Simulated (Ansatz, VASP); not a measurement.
## Two plane-wave programs on CsBr

Contents of POSCAR:

```
CsBr
1.0
    4.2860000000      0.0000000000      0.0000000000
    0.0000000000      4.2860000000      0.0000000000
    0.0000000000      0.0000000000      4.2860000000
Cs Br
1 1
Direct
    0.0000000000      0.0000000000      0.0000000000
    0.5000000000      0.5000000000      0.5000000000
```

The input INCAR.step1:

```
SYSTEM = CsBr
ALGO = Normal
EDIFF = 1E-5
EDIFFG = -0.005
ENCUT = 550
GGA = PE
GGA_COMPAT = .False.
IBRION = 2
ISIF = 3
ISMEAR = -1
LASPH = .True.
LCHARG = .False.
LREAL = .False.
LWAVE = .True.
NELM = 120
NELMIN = 4
NSW = 100
PREC = Accurate
SIGMA = 0.05
```

INCAR.step2

```
SYSTEM = CsBr
ALGO = Normal
EDIFF = 1E-7
EDIFFG = -0.002
ENCUT = 550
GGA_COMPAT = .False.
IBRION = 2
ISIF = 3
ISMEAR = -1
ISTART = 1
LASPH = .True.
LCHARG = .False.
LMIXTAU = .True.
LREAL = .False.
LWAVE = .False.
METAGGA = R2SCAN
NELM = 120
NELMIN = 4
NSW = 100
PREC = Accurate
SIGMA = 0.05
```

KPOINTS

```
k-points
0
Gamma
  10 10 10
  0 0 0
```

Input for Ansatz:

```yaml
crystal:
  lattice:
    - [4.286, 0.0, 0.0]
    - [0.0, 4.286, 0.0]
    - [0.0, 0.0, 4.286]
  atoms:
    - { symbol: Cs, position: [0.0, 0.0, 0.0] }
    - { symbol: Br, position: [0.5, 0.5, 0.5] }
kpoints:
  mp_grid: { grid: [10, 10, 10] }
scf:
  occupations: { method: fermi_dirac, width: 0.05 }
hamiltonian:
  xc: r2scan
  pseudopotentials: { kind: paw }
relax:
  f_tol: 0.002
  max_steps: 80
  cell: {}
output:
  forces: true
  stress: true
  write_density: true
  write_potential: true
  elf: true
  volumetric_format: npy
```

Alike in both runs: task relaxation of cell and atoms; functional r2SCAN; k mesh 10 × 10 × 10; occupations fermi-dirac, width 0.05 eV; no spin polarisation.

|  | VASP | Ansatz |
| --- | --- | --- |
| version | VASP 6.6.1 | Ansatz 0.2.0 |
| potentials or method | VASP PAW PBE potentials, release 64 (Cs_sv, Br) | PAW with Ansatz's default frozen-core files, scalar-relativistic |
| plane-wave cutoff (eV) | 550 | 500 |
| valence electrons in the cell | 16 | 16 |

Ansatz gave:

| Property | Result |
| --- | --- |
| gap on the k mesh at the Fermi level, each at its own relaxed structure (eV) | 5.19 |
| relaxed volume (Å³/atom) | 40.38 |
| relaxed cell length with the largest relative difference (Å) | 4.323 |

Question: Which values does VASP return?

Answer: gap on the k mesh at the Fermi level, each at its own relaxed structure (eV): 5.16; relaxed volume (Å³/atom): 40.54; relaxed cell length with the largest relative difference (Å): 4.328.

VASP's potentials were made for PBE, not for r2SCAN.

Neither program's run includes spin-orbit coupling.
